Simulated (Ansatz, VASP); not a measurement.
# One calculation of Zr2B3, two programs

```xyz
5
Lattice="4.2195 0.0000 0.0000 0.0000 4.2195 0.0000 0.0000 0.0000 4.2195" Properties=species:S:1:pos:R:3 pbc="T T T"
Zr    0.0000    0.0000    0.0000
Zr    2.1098    2.1098    2.1098
B     2.1098    0.0000    0.0000
B     0.0000    2.1098    0.0000
B     0.0000    0.0000    2.1098
```

Alike in both runs: functional PBE; k mesh 4 × 4 × 4; occupations gaussian, width 0.1 eV; no spin polarisation.

Ansatz relaxed the structure, and its values are those at the end. VASP's run is a single point on that final structure, the one shown.

|  | VASP | Ansatz |
| --- | --- | --- |
| version | VASP 6.6.1 | Ansatz 0.2.0 |
| potentials or method | VASP PAW PBE potentials, release 64 (Zr_sv, B), cutoff 520 eV | scalar-relativistic, plane waves, PAW |
| valence electrons in the cell | 33 | 33 |

```tsv
	VASP	Ansatz	Ansatz less VASP
gap on the k mesh at the Fermi level (eV)	none	none	-
pressure (GPa)	0.2	0.2	-0.03
```

A gap of «none» marks a metal or a gap that the smearing closes. With one functional, cell and mesh, what is left measures potentials, basis and numerics.

The k mesh is coarse, so the values compare programs but aren't converged.
